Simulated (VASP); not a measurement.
# HfC (Fm-3m) in VASP: a series of runs

Aim: see how the results for HfC move with the level of theory and the settings. Levels: PBEsol, r2SCAN. Tasks: single point, relaxation of cell and atoms.

Everything below comes from runs of VASP 6.6.1. Logs are shortened: lines on timing, memory, paths and dates and some standing lists are left out, and cuts for length are marked.

### Step 1. The cell of the first run

It takes space group Fm-3m (No. 225, cubic). Conventional cell: a = 4.608 Å, b = 4.608 Å, c = 4.608 Å, α = 90.00°, β = 90.00°, γ = 90.00°. Within 3.0 Å of Hf (site symmetry m-3m) lie 6 C at 2.30 Å. Within 3.0 Å of C (site symmetry m-3m) lie 6 Hf at 2.30 Å.

### Step 2. Single point, PBEsol

INCAR

```
SYSTEM = HfC
PREC = Accurate
ENCUT = 520
EDIFF = 1E-6
ISMEAR = 0
SIGMA = 0.1
LREAL = .FALSE.
LASPH = .TRUE.
NELM = 100
ALGO = Normal
ISIF = 2
LWAVE = .FALSE.
LCHARG = .TRUE.
GGA = PS
LELF = .TRUE.
LVHAR = .TRUE.
NBANDS = 14
```

KPOINTS

```
Automatic mesh
0
G
  12 12 12
  0 0 0
```

POSCAR

```
HfC
1.0
    0.0000000000      2.3038220351      2.3038220351
    2.3038220351      0.0000000000      2.3038220351
    2.3038220351      2.3038220351      0.0000000000
Hf C
1 1
Direct
    0.5000000000      0.5000000000      0.5000000000
    0.0000000000      0.0000000000      0.0000000000
```

Potentials or basis: VASP PAW PBE potentials, release 64 (Hf_pv, C).

On the command line:

```sh
> cat potpaw_PBE.64/Hf_pv/POTCAR potpaw_PBE.64/C/POTCAR > POTCAR
> mpirun -np 1 vasp_std > vasp.out
```

OUTCAR:

```text
SYSTEM = HfC
   PREC = Accurate
   ENCUT = 520
   EDIFF = 1E-6
   ISMEAR = 0
   LREAL = .FALSE.
   LASPH = .TRUE.
   NELM = 100
   ISIF = 2
   GGA = PS

 ion  position               nearest neighbor table
   1  0.500  0.500  0.500-   2 2.30   2 2.30   2 2.30   2 2.30   2 2.30   2 2.30
   2  0.000  0.000  0.000-   1 2.30   1 2.30   1 2.30   1 2.30   1 2.30   1 2.30

  LATTYP: Found a face centered cubic cell.
 ALAT       =     4.6076440702

  Lattice vectors:

 A1 = (   0.0000000000,   2.3038220351,   2.3038220351)
 A2 = (   2.3038220351,   0.0000000000,   2.3038220351)
 A3 = (   2.3038220351,   2.3038220351,   0.0000000000)

Analysis of symmetry for initial positions (statically):
=====================================================================
 Subroutine PRICEL returns:
 Original cell was already a primitive cell.

 Routine SETGRP: Setting up the symmetry group for a
 face centered cubic supercell.

 Subroutine GETGRP returns: Found 48 space group operations
 (whereof 48 operations were pure point group operations)
 out of a pool of 48 trial point group operations.

The static configuration has the point symmetry O_h .

Analysis of symmetry for dynamics (positions and initial velocities):
=====================================================================
 Subroutine PRICEL returns:
 Original cell was already a primitive cell.

 Routine SETGRP: Setting up the symmetry group for a
 face centered cubic supercell.

 Subroutine GETGRP returns: Found 48 space group operations
 (whereof 48 operations were pure point group operations)
 out of a pool of 48 trial point group operations.

The dynamic configuration has the point symmetry O_h .

 Subroutine INISYM returns: Found 48 space group operations
 (whereof 48 operations are pure point group operations),
 and found     1 'primitive' translations

----------------------------------------------------------------------------------------

                                     Primitive cell

  volume of cell :      24.4555

  direct lattice vectors                    reciprocal lattice vectors
     0.000000000  2.303822035  2.303822035    -0.217030653  0.217030653  0.217030653
     2.303822035  0.000000000  2.303822035     0.217030653 -0.217030653  0.217030653
     2.303822035  2.303822035  0.000000000     0.217030653  0.217030653 -0.217030653

  length of vectors
     3.258096367  3.258096367  3.258096367     0.375908117  0.375908117  0.375908117

  position of ions in fractional coordinates (direct lattice)
     0.500000000  0.500000000  0.500000000
     0.000000000  0.000000000  0.000000000

  ion indices of the primitive-cell ions
   primitive index   ion index
                 1           1
                 2           2

----------------------------------------------------------------------------------------

 KPOINTS: Automatic mesh

Automatic generation of k-mesh.
 Grid dimensions read from file:
 generate k-points for:   12   12   12

 Generating k-lattice:

  Cartesian coordinates                     Fractional coordinates (reciprocal lattice)
    -0.018085888  0.018085888  0.018085888     0.083333333  0.000000000  0.000000000
     0.018085888 -0.018085888  0.018085888     0.000000000  0.083333333  0.000000000
     0.018085888  0.018085888 -0.018085888     0.000000000  0.000000000  0.083333333

  Length of vectors
     0.031325676  0.031325676  0.031325676

  Shift w.r.t. Gamma in fractional coordinates (k-lattice)
     0.000000000  0.000000000  0.000000000

 Subroutine IBZKPT returns following result:
 ===========================================

 Found     72 irreducible k-points:

 Following reciprocal coordinates:
            Coordinates               Weight
  0.000000  0.000000  0.000000      1.000000
  0.083333  0.000000  0.000000      8.000000
  0.166667  0.000000  0.000000      8.000000
  0.250000  0.000000  0.000000      8.000000
  0.333333  0.000000  0.000000      8.000000
  0.416667  0.000000  0.000000      8.000000
[... 16 lines left out ...]
  0.500000  0.166667  0.000000     24.000000
 -0.416667  0.166667  0.000000     24.000000
 [... further k-points ...]
   k-points           NKPTS =     72   k-points in BZ     NKDIM =     72   number of bands    NBANDS=     14
   number of dos      NEDOS =    301   number of ions     NIONS =      2
   total plane-waves  NPLWV =  13824
   dimension x,y,z NGX =    24 NGY =   24 NGZ =   24
   dimension x,y,z NGXF=    48 NGYF=   48 NGZF=   48
   ions per type =               1   1
   NGX,Y,Z   is equivalent  to a cutoff of  12.25, 12.25, 12.25 a.u.
   NGXF,Y,Z  is equivalent  to a cutoff of  24.49, 24.49, 24.49 a.u.
 SYSTEM =  HfC
   PREC   = accura    normal or accurate (medium, high low for compatibility)
   ISTART =      0    job   : 0-new  1-cont  2-samecut
   ICHARG =      2    charge: 1-file 2-atom 10-const
   ISPIN  =      1    spin polarized calculation?
   LNONCOLLINEAR =      F non collinear calculations
   LSORBIT =      F    spin-orbit coupling
   LASPH  =      T    aspherical Exc in radial PAW
   ENCUT  =  520.0 eV  38.22 Ry    6.18 a.u.   6.06  6.06  6.06*2*pi/ulx,y,z
   NELM   =    100;   NELMIN=  2; NELMDL= -5     # of ELM steps
   EDIFF  = 0.1E-05   stopping-criterion for ELM
   LREAL  =      F    real-space projection
   EDIFFG = 0.1E-04   stopping-criterion for IOM
   NSW    =      0    number of steps for IOM
   IBRION =     -1    ionic relax: 0-MD 1-quasi-New 2-CG
   NFREE  =      0    steps in history (QN), initial steepest desc. (CG)
   ISIF   =      2    stress and relaxation
   ISYM   =      2    0-nonsym 1-usesym 2-fastsym
   POTIM  = 0.5000    time-step for ionic-motion
   TEBEG  =    0.0;   TEEND  =   0.0 temperature during run
   PSTRESS=    0.0 pullay stress
   NELECT =      14.0000    total number of electrons
   NUPDOWN=      -1.0000    fix difference up-down
   EMIN   =  10.00;   EMAX   =-10.00  energy-range for DOS
   EFERMI =   0.00;   METHOD = LEGACY
   ISMEAR =     0;   SIGMA  =   0.10  broadening in eV -4-tet -1-fermi 0-gaus
   EFERMI_NEDOS =   21; number of points for ismear=-14 and -15
   IALGO  =     38    algorithm
   IMIX   =      4    mixing-type and parameters
     AMIX     =   0.40;   BMIX     =  1.00
     AMIX_MAG =   1.60;   BMIX_MAG =  1.00
  volume/ion in A,a.u.               =      12.23        82.52
  Fermi-wavevector in a.u.,A,eV,Ry     =   1.359331  2.568763 25.140587  1.847781
  Thomas-Fermi vector in A             =   2.486088
   LORBIT       =      0    0 simple, 1 ext, 2 COOP (PROOUT), +10 PAW based schemes
   GGA     = PS    functional components
   LHFCALC =     F    Hartree Fock is set to
   AEXX    =    0.0000 exact exchange contribution
   IVDW    =     0    specifies the selected vdW correction
   LEPSILON=     F    determine dielectric tensor
   LRPA    =     F    only Hartree local field effects (RPA)
 non-spin polarized calculation
 Gauss-broadening in eV      SIGMA  =   0.10
  energy-cutoff  :      520.00
  volume of cell :       24.46
 maximum number of plane-waves:       684
   NGX = 13   NGY = 13   NGZ = 13

 number of electron      14.0000002 magnetization

 Free energy of the ion-electron system (eV)
  ---------------------------------------------------
  ext. energy  EPLUGINS =         0.00000000
  ---------------------------------------------------
  free energy    TOTEN  =       -22.19626869 eV

  energy without entropy =      -22.19477734  energy(sigma->0) =      -22.19552301

 E-fermi :   6.0456     XC(G=0): -12.5561

 val. band max:        5.9708219399   @ k =   0.5000   0.5000   0.0000
 cond. band min:       6.0886692934   @ k =   0.4167   0.3333   0.0000
 fundamental gap:      0.1178473535
 Fermi energy:         6.0456037226

 k-point     1 :       0.0000    0.0000    0.0000
  band No.  band energies     occupation
      1     -23.3504      2.00000
      2     -23.3504      2.00000
      3     -23.3504      2.00000
      4      -6.4085      2.00000
      5       7.0624      0.00000
      6       7.0624      0.00000
      7       7.0624      0.00000
      8       7.3693      0.00000
      9       7.3693      0.00000
     10       7.3693      0.00000
     11       9.4663      0.00000
     12       9.4663      0.00000
     13      13.1786      0.00000
     14      17.0434      0.00000

 k-point     2 :       0.0833    0.0000    0.0000
  band No.  band energies     occupation
      1     -23.4051      2.00000
      2     -23.3556      2.00000
      3     -23.3556      2.00000
      4      -6.2248      2.00000
      5       5.9230      1.91706
      6       6.2480      0.00421
      7       6.2480      0.00421
      8       7.7082      0.00000
      9       7.7082      0.00000
     10       8.0786      0.00000
     11      10.3175      0.00000
     12      10.3175      0.00000
     13      13.5650      0.00000
     14      17.5527      0.00000

 k-point     3 :       0.1667    0.0000    0.0000
  band No.  band energies     occupation
      1     -23.5514      2.00000
      2     -23.3696      2.00000
      3     -23.3696      2.00000
      4      -5.7009      2.00000
      5       4.4339      2.00000
      6       5.1495      2.00000
      7       5.1495      2.00000
      8       8.2654      0.00000
      9       8.2654      0.00000
     10       8.5760      0.00000
     11      11.9538      0.00000
     12      11.9538      0.00000
     13      14.4701      0.00000
     14      18.8743      0.00000
[... 324 lines left out ...]
 k-point    23 :       0.5000    0.1667    0.0000
  band No.  band energies     occupation
      1     -24.0260      2.00000
      2     -23.5397      2.00000
      3     -23.4730      2.00000
      4      -3.0854      2.00000
      5       0.6887      2.00000
      6       3.1286      2.00000
      7       3.5050      2.00000
      8       9.1201      0.00000
      9      11.7603      0.00000
     10      12.0321      0.00000
     11      14.6535      0.00000
     12      15.8189      0.00000
     13      17.6570      0.00000
     14      19.0627      0.00000

 k-point    24 :      -0.4167    0.1667    0.0000
  band No.  band energies     occupation
      1     -24.0335      2.00000
      2     -23.5656      2.00000
      3     -23.4547      2.00000
      4      -2.8876      2.00000
      5       0.4588      2.00000
      6       3.1725      2.00000
      7       3.2428      2.00000
      8      10.3239      0.00000
      9      11.1511      0.00000
     10      11.3591      0.00000
     11      14.8765      0.00000
     12      16.3476      0.00000
     13      17.2925      0.00000
     14      19.7207      0.00000

 [... further k-points ...]
[... 5 lines left out ...]
  --------------------------------------------------------------------------------------
  -------------------------------------------------------------------------------------
  Total       -0.0582562     -0.0582562     -0.0582562      0.0000000     -0.0000000     -0.0000000
  in kB       -3.8165912     -3.8165912     -3.8165912      0.0000000     -0.0000000     -0.0000000
  external PRESSURE =      -3.8165912 kB  Pullay stress =       0.0000000 kB

 VOLUME and BASIS-vectors are now :
 -----------------------------------------------------------------------------
  energy-cutoff  :      520.00
  volume of cell :       24.46
      direct lattice vectors                 reciprocal lattice vectors
     0.000000000  2.303822035  2.303822035    -0.217030653  0.217030653  0.217030653
     2.303822035  0.000000000  2.303822035     0.217030653 -0.217030653  0.217030653
     2.303822035  2.303822035  0.000000000     0.217030653  0.217030653 -0.217030653

 POSITION                                       TOTAL-FORCE (eV/Angst)
 -----------------------------------------------------------------------------------
      2.30382      2.30382      2.30382         0.000000      0.000000      0.000000
      0.00000      0.00000      0.00000        -0.000000     -0.000000     -0.000000
 -----------------------------------------------------------------------------------
    total drift:                                0.000000     -0.000000      0.000000

  FREE ENERGIE OF THE ION-ELECTRON SYSTEM (eV)
  ---------------------------------------------------
  free  energy   TOTEN  =       -22.1962686852 eV

  energy  without entropy=      -22.1947773350  energy(sigma->0) =      -22.19552301
```

Wall time 24 s (1 thread of Intel Xeon 8259CL, shared host); peak memory 0.15 GiB.

What came out:

* Free energy: -22.1963 eV
* Pressure: -0.4 GPa
* Band gap on the k mesh: zero (bands 7 and 8 overlap by 1.46 eV)

Levels at points of the mesh, in eV from the Fermi level:
```tsv
k point	band 3	band 4	band 5	band 6	band 7	band 8	band 9	band 10	band 11	band 12
(0.00, 0.00, 0.00)	-29.40	-12.45	1.02	1.02	1.02	1.32	1.32	1.32	3.42	3.42
(0.50, 0.00, 0.00)	-29.47	-8.49	-6.33	-3.11	-3.11	5.42	5.42	5.91	6.63	11.75
(0.50, 0.50, 0.00)	-29.66	-10.51	-2.58	-1.95	-0.07	-0.07	5.43	6.91	6.91	8.67
```

Caveat: the PAW data sets were made with another functional, which shifts forces and pressure a little; spin-orbit coupling is left out, which moves the levels of the heavy elements.

### Step 3. Single point, PBEsol

INCAR

```
SYSTEM = HfC
PREC = Accurate
ENCUT = 520
EDIFF = 1E-6
ISMEAR = 0
SIGMA = 0.1
LREAL = .False.
LASPH = .True.
NELM = 80
ALGO = Normal
ISIF = 2
LWAVE = .False.
LCHARG = .False.
GGA = PS
NBANDS = 14
```

KPOINTS

```
regular mesh
0
Gamma
  12 12 12
  0 0 0
```

POSCAR

```
HfC
1.0
    0.0000000000      2.3038220350      2.3038220350
    2.3038220350      0.0000000000      2.3038220350
    2.3038220350      2.3038220350      0.0000000000
Hf C
1 1
Direct
    0.5000000000      0.5000000000      0.5000000000
    0.0000000000      1.0000000000      1.0000000000
```

Potentials or basis: VASP PAW PBE potentials, release 64 (Hf_pv, C).

On the command line:

```sh
> cat potpaw_PBE.64/Hf_pv/POTCAR potpaw_PBE.64/C/POTCAR > POTCAR
> mpirun -np 1 vasp_std > vasp.out
```

Run time: 23 s. Hardware: 1 thread of Intel Xeon 8259CL, shared host; peak memory 0.16 GiB.

Results (log left out):

```
Free energy            : -22.1963 eV
Pressure               : -0.4 GPa
Band gap on the k mesh : zero (bands 7 and 8 overlap by 1.46 eV)
```

Levels at points of the mesh, in eV from the Fermi level:
```tsv
k point	band 4	band 5	band 6	band 7	band 8	band 9	band 10	band 11
(0.00, 0.00, 0.00)	-12.45	1.02	1.02	1.02	1.32	1.32	1.32	3.42
(0.50, 0.00, 0.00)	-8.49	-6.33	-3.11	-3.11	5.42	5.42	5.91	6.63
(0.50, 0.50, 0.00)	-10.51	-2.58	-1.95	-0.07	-0.07	5.43	6.91	6.91
```

Caveat: the PAW data sets were made with another functional, which shifts forces and pressure a little; spin-orbit coupling is left out, which moves the levels of the heavy elements.

### Step 4. Single point, r2SCAN

POSCAR is that of step 3.

INCAR.step1

```
PREC     = Accurate       # precision mode
ENCUT    = 520            # plane-wave cutoff, eV
ISMEAR   = 0              # smearing method
SIGMA    = 0.1            # smearing width, eV
LREAL    = False          # projectors in reciprocal space
LASPH    = True           # aspherical terms in the spheres
NELM     = 60             # most SCF steps
NBANDS   = 14             # bands
GGA      = PE             # functional
ALGO     = Normal         # electronic algorithm
EDIFF    = 1E-4           # SCF threshold, eV
LWAVE    = True           # write WAVECAR
LCHARG   = False          # write CHGCAR
```

INCAR.step2

```
PREC     = Accurate       # precision mode
ENCUT    = 520            # plane-wave cutoff, eV
EDIFF    = 1E-7           # SCF threshold, eV
ISMEAR   = 0              # smearing method
SIGMA    = 0.1            # smearing width, eV
LREAL    = False          # projectors in reciprocal space
LASPH    = True           # aspherical terms in the spheres
NELM     = 60             # most SCF steps
ALGO     = Normal         # electronic algorithm
ISIF     = 2              # what is computed and relaxed
LWAVE    = False          # write WAVECAR
LCHARG   = False          # write CHGCAR
METAGGA  = R2SCAN         # meta-GGA
LMIXTAU  = True         
NBANDS   = 14             # bands
ISTART   = 1
```

KPOINTS

```
regular mesh
0
Gamma
  12 12 12
```

On the command line:

```sh
> cat potpaw_PBE.64/Hf_pv/POTCAR potpaw_PBE.64/C/POTCAR > POTCAR
> cp INCAR.step1 INCAR
> mpirun -np 1 vasp_std > vasp.out
> cp INCAR.step2 INCAR
> mpirun -np 1 vasp_std > vasp.out
```

It took 1.8 min on 1 thread of Intel Xeon 8259CL, shared host; peak memory 0.16 GiB.

The run converged. Its results:

```
Free energy            : -57.3367 eV
Pressure               : 4.5 GPa
Band gap on the k mesh : zero (bands 7 and 8 overlap by 1.43 eV)
```

Levels at points of the mesh, in eV from the Fermi level:
```
           k point  band 5  band 6  band 7  band 8  band 9  band 10
(0.00, 0.00, 0.00)    0.97    0.97    0.97    1.59    1.59     1.59
(0.50, 0.00, 0.00)   -6.50   -3.30   -3.30    5.77    5.77     6.33
(0.50, 0.50, 0.00)   -2.83   -1.77   -0.20   -0.20    5.58     7.24
```

Caveat: the cell stands under pressure; the PAW data sets were made with another functional, which shifts forces and pressure a little; spin-orbit coupling is left out, which moves the levels of the heavy elements.

[end of part 1 of 2]
